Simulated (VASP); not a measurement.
# ZnO (P6_3mc) in VASP: further runs

ZnO is run at these levels: PBE; tasks: single point, relaxation of cell and atoms.

Program: VASP 6.6.1. These are calculated values, not measurements. Logs are shortened: lines on timing, memory, paths and dates and some standing lists are left out, and cuts for length are marked.

## 1. The cell of the first run

It takes space group P6_3mc (No. 186, hexagonal). Conventional cell: a = 3.280 Å, b = 3.280 Å, c = 5.293 Å, α = 90.00°, β = 90.00°, γ = 120.00°. Within 2.6 Å of Zn (site symmetry 3m) lie 4 O at 2.00 to 2.01 Å. O (site symmetry 3m) has 4 Zn at 2.00 to 2.01 Å within 2.6 Å.

## 2. Single point, PBE

INCAR

```
SYSTEM = ZnO
  PREC = Accurate
  ENCUT = 520
  EDIFF = 1E-6
  ISMEAR = 0
  SIGMA = 0.02
  LREAL = .FALSE.
  LASPH = .TRUE.
  NELM = 100
  ALGO = Normal
  ISIF = 2
  LWAVE = .FALSE.
  LCHARG = .FALSE.
  GGA = PE
  NBANDS = 26
```

KPOINTS

```
Automatic mesh
0
G
  9 9 6
  0 0 0
```

POSCAR

```
ZnO
1.0
    3.2798495008      0.0000000000      0.0000000000
   -1.6399247504      2.8404329883      0.0000000000
    0.0000000000      0.0000000000      5.2932754267
Zn O
2 2
Direct
    0.3333333333      0.6666666667     -0.0020792389
    0.6666666667      0.3333333333      0.4979207611
    0.3333333333      0.6666666667      0.3770792389
    0.6666666667      0.3333333333      0.8770792389
```

Potentials or basis: VASP PAW PBE potentials, release 64 (Zn, O).

The run is started by

```
$ cat potpaw_PBE.64/Zn/POTCAR potpaw_PBE.64/O/POTCAR > POTCAR
$ mpirun -np 1 vasp_std > vasp.out
```

OUTCAR:

```text
SYSTEM = ZnO
   PREC = Accurate
   ENCUT = 520
   EDIFF = 1E-6
   ISMEAR = 0
   LREAL = .FALSE.
   LASPH = .TRUE.
   NELM = 100
   ISIF = 2
   GGA = PE

 ion  position               nearest neighbor table
   1  0.333  0.667  0.998-   4 2.00   4 2.00   4 2.00   3 2.01
   2  0.667  0.333  0.498-   3 2.00   3 2.00   3 2.00   4 2.01
   3  0.333  0.667  0.377-   2 2.00   2 2.00   2 2.00   1 2.01
   4  0.667  0.333  0.877-   1 2.00   1 2.00   1 2.00   2 2.01

  LATTYP: Found a hexagonal cell.
 ALAT       =     3.2798495008
 C/A-ratio  =     1.6138775347

  Lattice vectors:

 A1 = (   3.2798495008,   0.0000000000,   0.0000000000)
 A2 = (  -1.6399247504,   2.8404329883,   0.0000000000)
 A3 = (   0.0000000000,   0.0000000000,   5.2932754267)

Analysis of symmetry for initial positions (statically):
=====================================================================
 Subroutine PRICEL returns:
 Original cell was already a primitive cell.

 Routine SETGRP: Setting up the symmetry group for a
 hexagonal supercell.

 Subroutine GETGRP returns: Found 12 space group operations
 (whereof  6 operations were pure point group operations)
 out of a pool of 24 trial point group operations.

The static configuration has the point symmetry C_3v.
 The point group associated with its full space group is C_6v.

Analysis of symmetry for dynamics (positions and initial velocities):
=====================================================================
 Subroutine PRICEL returns:
 Original cell was already a primitive cell.

 Routine SETGRP: Setting up the symmetry group for a
 hexagonal supercell.

 Subroutine GETGRP returns: Found 12 space group operations
 (whereof  6 operations were pure point group operations)
 out of a pool of 24 trial point group operations.

The dynamic configuration has the point symmetry C_3v.
 The point group associated with its full space group is C_6v.

 Subroutine INISYM returns: Found 12 space group operations
 (whereof  6 operations are pure point group operations),
 and found     1 'primitive' translations

----------------------------------------------------------------------------------------

                                     Primitive cell

  volume of cell :      49.3132

  direct lattice vectors                    reciprocal lattice vectors
     3.279849501  0.000000000  0.000000000     0.304892038  0.176029500  0.000000000
    -1.639924750  2.840432988  0.000000000     0.000000000  0.352059001  0.000000000
     0.000000000  0.000000000  5.293275427     0.000000000  0.000000000  0.188918943

  length of vectors
     3.279849501  3.279849501  5.293275427     0.352059001  0.352059001  0.188918943

  position of ions in fractional coordinates (direct lattice)
     0.333333333  0.666666667  0.997920761
     0.666666667  0.333333333  0.497920761
     0.333333333  0.666666667  0.377079239
     0.666666667  0.333333333  0.877079239

  ion indices of the primitive-cell ions
   primitive index   ion index
                 1           1
                 2           2
                 3           3
                 4           4

----------------------------------------------------------------------------------------

 KPOINTS: Automatic mesh

Automatic generation of k-mesh.
 Grid dimensions read from file:
 generate k-points for:    9    9    6

 Generating k-lattice:

  Cartesian coordinates                     Fractional coordinates (reciprocal lattice)
     0.033876893  0.019558833  0.000000000     0.111111111  0.000000000  0.000000000
     0.000000000  0.039117667  0.000000000     0.000000000  0.111111111  0.000000000
     0.000000000  0.000000000  0.031486491     0.000000000  0.000000000  0.166666667

  Length of vectors
     0.039117667  0.039117667  0.031486491

  Shift w.r.t. Gamma in fractional coordinates (k-lattice)
     0.000000000  0.000000000  0.000000000

 Subroutine IBZKPT returns following result:
 ===========================================

 Found     48 irreducible k-points:

 Following reciprocal coordinates:
            Coordinates               Weight
  0.000000  0.000000  0.000000      1.000000
  0.111111  0.000000  0.000000      6.000000
  0.222222 -0.000000  0.000000      6.000000
  0.333333  0.000000  0.000000      6.000000
  0.444444 -0.000000  0.000000      6.000000
  0.111111  0.111111  0.000000      6.000000
[... 16 lines left out ...]
  0.333333  0.222222  0.166667     24.000000
  0.333333  0.333333  0.166667      4.000000
 [... further k-points ...]
   k-points           NKPTS =     48   k-points in BZ     NKDIM =     48   number of bands    NBANDS=     26
   number of dos      NEDOS =    301   number of ions     NIONS =      4
   total plane-waves  NPLWV =  23040
   dimension x,y,z NGX =    24 NGY =   24 NGZ =   40
   dimension x,y,z NGXF=    48 NGYF=   48 NGZF=   80
   ions per type =               2   2
   NGX,Y,Z   is equivalent  to a cutoff of  12.16, 12.16, 12.56 a.u.
   NGXF,Y,Z  is equivalent  to a cutoff of  24.33, 24.33, 25.13 a.u.
 SYSTEM =  ZnO
   PREC   = accura    normal or accurate (medium, high low for compatibility)
   ISTART =      0    job   : 0-new  1-cont  2-samecut
   ICHARG =      2    charge: 1-file 2-atom 10-const
   ISPIN  =      1    spin polarized calculation?
   LNONCOLLINEAR =      F non collinear calculations
   LSORBIT =      F    spin-orbit coupling
   LASPH  =      T    aspherical Exc in radial PAW
   ENCUT  =  520.0 eV  38.22 Ry    6.18 a.u.   6.10  6.10  9.84*2*pi/ulx,y,z
   NELM   =    100;   NELMIN=  2; NELMDL= -5     # of ELM steps
   EDIFF  = 0.1E-05   stopping-criterion for ELM
   LREAL  =      F    real-space projection
   EDIFFG = 0.1E-04   stopping-criterion for IOM
   NSW    =      0    number of steps for IOM
   IBRION =     -1    ionic relax: 0-MD 1-quasi-New 2-CG
   NFREE  =      0    steps in history (QN), initial steepest desc. (CG)
   ISIF   =      2    stress and relaxation
   ISYM   =      2    0-nonsym 1-usesym 2-fastsym
   POTIM  = 0.5000    time-step for ionic-motion
   TEBEG  =    0.0;   TEEND  =   0.0 temperature during run
   PSTRESS=    0.0 pullay stress
   NELECT =      36.0000    total number of electrons
   NUPDOWN=      -1.0000    fix difference up-down
   EMIN   =  10.00;   EMAX   =-10.00  energy-range for DOS
   EFERMI =   0.00;   METHOD = LEGACY
   ISMEAR =     0;   SIGMA  =   0.02  broadening in eV -4-tet -1-fermi 0-gaus
   EFERMI_NEDOS =   21; number of points for ismear=-14 and -15
   IALGO  =     38    algorithm
   IMIX   =      4    mixing-type and parameters
     AMIX     =   0.40;   BMIX     =  1.00
     AMIX_MAG =   1.60;   BMIX_MAG =  1.00
  volume/ion in A,a.u.               =      12.33        83.20
  Fermi-wavevector in a.u.,A,eV,Ry     =   1.474081  2.785609 29.564300  2.172915
  Thomas-Fermi vector in A             =   2.588896
   LORBIT       =      0    0 simple, 1 ext, 2 COOP (PROOUT), +10 PAW based schemes
   GGA     = PE    functional components
   LHFCALC =     F    Hartree Fock is set to
   AEXX    =    0.0000 exact exchange contribution
   IVDW    =     0    specifies the selected vdW correction
   LEPSILON=     F    determine dielectric tensor
   LRPA    =     F    only Hartree local field effects (RPA)
 non-spin polarized calculation
 Gauss-broadening in eV      SIGMA  =   0.02
  energy-cutoff  :      520.00
  volume of cell :       49.31
 maximum number of plane-waves:      1350
   NGX = 13   NGY = 13   NGZ = 19

 number of electron      36.0000034 magnetization

 Free energy of the ion-electron system (eV)
  ---------------------------------------------------
  ext. energy  EPLUGINS =         0.00000000
  ---------------------------------------------------
  free energy    TOTEN  =       -17.86089331 eV

  energy without entropy =      -17.86089331  energy(sigma->0) =      -17.86089331

 E-fermi :   1.0100     XC(G=0): -10.7243

 val. band max:        0.8934889857   @ k =   0.0000   0.0000   0.0000
 cond. band min:       1.6210196038   @ k =   0.0000   0.0000   0.0000
 fundamental gap:      0.7275306181
 Fermi energy:         1.0100061013

 k-point     1 :       0.0000    0.0000    0.0000
  band No.  band energies     occupation
      1     -16.9231      2.00000
      2     -16.2559      2.00000
      3      -4.6429      2.00000
      4      -4.6429      2.00000
      5      -4.6024      2.00000
      6      -4.4870      2.00000
[... 18 lines left out ...]
     25      14.8224      0.00000
     26      14.8224      0.00000

 k-point     2 :       0.1111    0.0000    0.0000
  band No.  band energies     occupation
      1     -16.8602      2.00000
      2     -16.2281      2.00000
      3      -4.7099      2.00000
      4      -4.6061      2.00000
      5      -4.5641      2.00000
      6      -4.4715      2.00000
[... 18 lines left out ...]
     25      14.7993      0.00000
     26      14.9520      0.00000

 k-point     3 :       0.2222   -0.0000    0.0000
  band No.  band energies     occupation
      1     -16.6925      2.00000
      2     -16.1613      2.00000
      3      -4.8388      2.00000
      4      -4.5440      2.00000
      5      -4.5202      2.00000
      6      -4.4098      2.00000
[... 18 lines left out ...]
     25      14.2211      0.00000
     26      14.9203      0.00000

 k-point     4 :       0.3333    0.0000    0.0000
  band No.  band energies     occupation
      1     -16.4802      2.00000
      2     -16.0988      2.00000
      3      -4.9034      2.00000
      4      -4.5745      2.00000
      5      -4.4424      2.00000
      6      -4.2403      2.00000
[... 18 lines left out ...]
     25      14.1082      0.00000
     26      14.7465      0.00000
[... 496 lines left out ...]
      1     -16.3563      2.00000
      2     -16.0988      2.00000
      3      -4.7322      2.00000
      4      -4.6749      2.00000
      5      -4.3557      2.00000
      6      -4.2971      2.00000
[... 18 lines left out ...]
     25      12.6481      0.00000
     26      15.8247      0.00000

 k-point    23 :       0.3333    0.2222    0.1667
  band No.  band energies     occupation
      1     -16.2203      2.00000
      2     -16.0934      2.00000
      3      -4.6971      2.00000
      4      -4.4961      2.00000
      5      -4.3490      2.00000
      6      -4.1741      2.00000
[... 18 lines left out ...]
     25      13.4121      0.00000
     26      14.8280      0.00000

 k-point    24 :       0.3333    0.3333    0.1667
  band No.  band energies     occupation
      1     -16.1327      2.00000
      2     -16.1327      2.00000
      3      -4.6468      2.00000
      4      -4.3768      2.00000
      5      -4.3768      2.00000
      6      -4.0365      2.00000
[... 18 lines left out ...]
     25      14.1727      0.00000
     26      14.9402      0.00000

 [... further k-points ...]
[... 5 lines left out ...]
  --------------------------------------------------------------------------------------
  -------------------------------------------------------------------------------------
  Total        0.2690193      0.2690193      0.2680407      0.0000000     -0.0000000      0.0000000
  in kB        8.7403966      8.7403966      8.7085990      0.0000000     -0.0000000      0.0000000
  external PRESSURE =       8.7297974 kB  Pullay stress =       0.0000000 kB

 VOLUME and BASIS-vectors are now :
 -----------------------------------------------------------------------------
  energy-cutoff  :      520.00
  volume of cell :       49.31
      direct lattice vectors                 reciprocal lattice vectors
     3.279849501  0.000000000  0.000000000     0.304892038  0.176029500  0.000000000
    -1.639924750  2.840432988  0.000000000     0.000000000  0.352059001  0.000000000
     0.000000000  0.000000000  5.293275427     0.000000000  0.000000000  0.188918943

 POSITION                                       TOTAL-FORCE (eV/Angst)
 -----------------------------------------------------------------------------------
     -0.00000      1.89362      5.28227         0.000000     -0.000000      0.002636
      1.63992      0.94681      2.63563        -0.000000      0.000000      0.002636
     -0.00000      1.89362      1.99598         0.000000     -0.000000     -0.002636
      1.63992      0.94681      4.64262        -0.000000     -0.000000     -0.002636
 -----------------------------------------------------------------------------------
    total drift:                               -0.000001     -0.000001      0.001068

  FREE ENERGIE OF THE ION-ELECTRON SYSTEM (eV)
  ---------------------------------------------------
  free  energy   TOTEN  =       -17.8608933075 eV

  energy  without entropy=      -17.8608933075  energy(sigma->0) =      -17.86089331
```

It took 27 s on 1 thread of Intel Xeon Platinum 8488C (Sapphire Rapids), shared host; peak memory 0.18 GiB.

What came out:

| Property | Result |
| --- | --- |
| Free energy | -17.8609 eV |
| Pressure | 0.9 GPa |
| Band gap on the k mesh | 0.73 eV, direct |

Forces in eV/Å, atoms in the order of the input:
```
Zn   0.000  0.000  0.003
Zn   0.000  0.000  0.003
O    0.000  0.000 -0.003
O    0.000  0.000 -0.003
```

Levels at points of the mesh, in eV from the valence-band top:
```
           k point  band 16  band 17  band 18  band 19  band 20  band 21
(0.00, 0.00, 0.00)    -0.08     0.00     0.00     0.73     5.09     8.07
(0.00, 0.00, 0.50)    -0.37    -0.37    -0.37     3.36     3.36     9.91
```

[end of part 1 of 2]
